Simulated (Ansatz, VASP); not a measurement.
# One calculation of K4Cd3Ir, two programs

POSCAR

```
K4Cd3Ir
1.0
    6.4004951300      0.0000000000      0.0000000000
    0.0000000000      6.4004951300      0.0000000000
    0.0000000000      0.0000000000      6.4004951300
K Cd Ir
4 3 1
Direct
    0.0000000000      0.0000000000      0.0000000000
    0.5000000000      0.5000000000      0.0000000000
    0.5000000000      0.0000000000      0.5000000000
    0.0000000000      0.5000000000      0.5000000000
    0.0000000000      0.5000000000      0.0000000000
    0.0000000000      0.0000000000      0.5000000000
    0.5000000000      0.0000000000      0.0000000000
    0.5000000000      0.5000000000      0.5000000000
```

File INCAR.step1:

```
PREC = Accurate ; ENCUT = 520
ISMEAR = -1 ; SIGMA = 0.1
LREAL = False ; LASPH = True
NELM = 100 ; NBANDS = 50
GGA = PE ; ALGO = Normal
EDIFF = 1E-4 ; LWAVE = True
LCHARG = False
```

File INCAR.step2:

```
PREC = Accurate ; ENCUT = 520
EDIFF = 1E-6 ; ISMEAR = -1
SIGMA = 0.1 ; LREAL = False
LASPH = True ; NELM = 100
ALGO = Normal ; ISIF = 2
LWAVE = False ; LCHARG = True
METAGGA = R2SCAN ; LMIXTAU = True
LELF = True ; LVHAR = True
NBANDS = 50 ; ISTART = 1
```

KPOINTS

```
regular mesh
0
Gamma
  5 5 5
```

Input for Ansatz:

```yaml
crystal:
  lattice:
    - [6.40049513, 0.0, 0.0]
    - [0.0, 6.40049513, 0.0]
    - [0.0, 0.0, 6.40049513]
  atoms:
    - { symbol: K, position: [0.0, 0.0, 0.0] }
    - { symbol: K, position: [0.5, 0.5, 0.0] }
    - { symbol: K, position: [0.5, 0.0, 0.5] }
    - { symbol: K, position: [0.0, 0.5, 0.5] }
    - { symbol: Cd, position: [0.0, 0.5, 0.0] }
    - { symbol: Cd, position: [0.0, 0.0, 0.5] }
    - { symbol: Cd, position: [0.5, 0.0, 0.0] }
    - { symbol: Ir, position: [0.5, 0.5, 0.5] }
  symmetry: { tolerance: 0.0003 }
kpoints:
  mp_grid: { grid: [5, 5, 5], shift: [0, 0, 0] }
  band_path:
    path:
      - [0.0, 0.0, 0.0]
      - [0.0, 0.5, 0.0]
      - [0.5, 0.5, 0.0]
      - [0.0, 0.0, 0.0]
      - [0.5, 0.5, 0.5]
      - [0.0, 0.5, 0.0]
      - [0.5, 0.5, 0.5]
      - [0.5, 0.5, 0.0]
    npoints: 8
magnetization:
  spin_polarized: false
scf:
  occupations: { method: fermi_dirac }
  lower_state_search: "off"
  max_iter: 200
hamiltonian:
  pseudopotentials: { kind: paw }
  xc: r2scan
basis:
  ecutwfc: 500
  fft_grid_basis: typed
output:
  forces: true
  stress: true
  eigenvalues: true
  bader: true
  populations: true
  elf: true
  write_potential: true
  volumetric_format: npy
  dos:
    e_range: [-12, 8]
    de: 0.05
    projected: { site_lists: { Cd: [Cd], Ir: [Ir], K: [K] } }
checkpoint:
  read: saved_state
```

Alike in both runs: task single point; functional r2SCAN; k mesh 5 × 5 × 5; no spin polarisation.

```csv
,VASP,Ansatz
version,VASP 6.6.1,Ansatz 0.2.0
potentials or method,"VASP PAW PBE potentials, release 64 (K_sv, Cd, Ir), cutoff 520 eV",PAW plane waves
occupations,"fermi-dirac, width 0.1 eV",fermi-dirac
valence electrons in the cell,81,113
```

```csv
,VASP,Ansatz,Ansatz less VASP
pressure (GPa),3.4,3.4,-0.06
```

VASP's potentials were made for PBE, not for r2SCAN. VASP's potentials hold 81 valence electrons a cell and Ansatz's 113, so a difference there can come from the potentials and not from the codes.

Neither program's run includes spin-orbit coupling.
